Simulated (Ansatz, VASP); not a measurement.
# Mo: VASP beside Ansatz

```xyz
1
Lattice="2.7355 0.0000 0.0000 -1.3678 2.3690 0.0000 0.0000 0.0000 2.4785" Properties=species:S:1:pos:R:3 pbc="T T T"
Mo    0.0000    0.0000    1.2393
```

Change from the starting cell: strain +0.000 along x and y, -0.030 along z, atoms carried along.

Alike in both runs: task single point; functional LDA; k mesh 18 × 18 × 18; occupations gaussian, width 0.15 eV; no spin polarisation.

|  | VASP | Ansatz |
| --- | --- | --- |
| version | VASP 6.6.1 | Ansatz 0.2.0 |
| potentials or method | VASP PAW LDA potentials, release 64 (Mo_sv), cutoff 520 eV | scalar-relativistic, plane waves, PAW |
| valence electrons in the cell | 14 | 14 |

|  | VASP | Ansatz | Ansatz less VASP |
| --- | --- | --- | --- |
| gap on the k mesh at the Fermi level (eV) | none | none | - |
| pressure (GPa) | -0.4 | -1.5 | -1.06 |
| traceless stress, the component that is largest in VASP (GPa) | 0.91 | 0.66 | -0.259 |

LDA's correlation is that of Perdew and Zunger in VASP and of Perdew and Wang (1992) in Ansatz. A gap of «none» marks a metal or a gap that the smearing closes.
